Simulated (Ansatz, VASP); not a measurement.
One calculation of PtSe2, two programs

```
CELL_PARAMETERS angstrom
1.84570 1.06562 5.76071
-1.84570 1.06562 5.76071
0.00000 -2.13123 5.76071
ATOMIC_POSITIONS crystal
Pt 0.00000 0.00000 0.00000
Se 0.25678 0.25678 0.25678
Se 0.74322 0.74322 0.74322
```

Alike in both runs: task single point; functional r2SCAN; k mesh 8 × 8 × 8; no spin polarisation.

|  | VASP | Ansatz |
| --- | --- | --- |
| version | VASP 6.6.1 | Ansatz 0.2.0 |
| potentials or method | VASP PAW PBE potentials, release 64 (Pt, Se) | plane waves, PAW |
| plane-wave cutoff (eV) | 520 | 500 |
| occupations | gaussian, width 0.01 eV | fixed |
| valence electrons in the cell | 22 | 50 |

|  | VASP | Ansatz | Ansatz less VASP |
| --- | --- | --- | --- |
| gap on the k mesh at the Fermi level (eV) | 0.52 | 0.52 | +0.008 |
| pressure (GPa) | 1.3 | 1.2 | -0.08 |
| traceless stress, the component that is largest in VASP (GPa) | -0.10 | -0.06 | +0.039 |
| rms of the force components (eV/Å) | 0.007 | 0.012 | +0.0056 |

VASP's potentials were made for PBE, not for r2SCAN. Atom by atom the forces differ by 0.006 eV/Å (rms over components). VASP's potentials hold 22 valence electrons a cell and Ansatz's 50, so a difference there can come from the potentials and not from the codes.

Neither program's run includes spin-orbit coupling.
